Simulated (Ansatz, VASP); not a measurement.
Ag in VASP and in Ansatz

```
CELL_PARAMETERS angstrom
2.93557 0.00000 0.00000
-1.46778 2.54228 0.00000
0.00000 0.00000 29.36664
ATOMIC_POSITIONS crystal
Ag 0.00000 0.00000 0.25539
Ag 0.66667 0.33333 0.33688
Ag 0.33333 0.66667 0.41836
Ag 0.66667 0.33333 0.50000
Ag 0.33333 0.66667 0.58148
Ag 0.00000 0.00000 0.66297
Ag 0.33333 0.66667 0.74461
```

Alike in both runs: task single point; functional PBE; k mesh 12 × 12 × 1; occupations gaussian, width 0.1 eV; no spin polarisation.

|  | VASP | Ansatz |
| --- | --- | --- |
| version | VASP 6.6.1 | Ansatz 0.2.0 |
| potentials or method | VASP PAW PBE potentials, release 64 (Ag), cutoff 520 eV | scalar-relativistic, plane waves, PAW |
| valence electrons in the cell | 77 | 133 |

|  | VASP | Ansatz | Ansatz less VASP |
| --- | --- | --- | --- |
| gap on the k mesh at the Fermi level (eV) | none | none | - |
| rms of the force components (eV/Å) | 0.017 | 0.017 | -0.0002 |

Atom by atom the forces differ by 0.001 eV/Å (rms over components). A gap of «none» marks a metal or a gap that the smearing closes. The functional is the same, so the differences come from potentials, cutoffs and numerics. VASP's potentials hold 77 valence electrons a cell and Ansatz's 133, so a difference there can come from the potentials and not from the codes. Ansatz's warnings: xc potential rough in thin density.
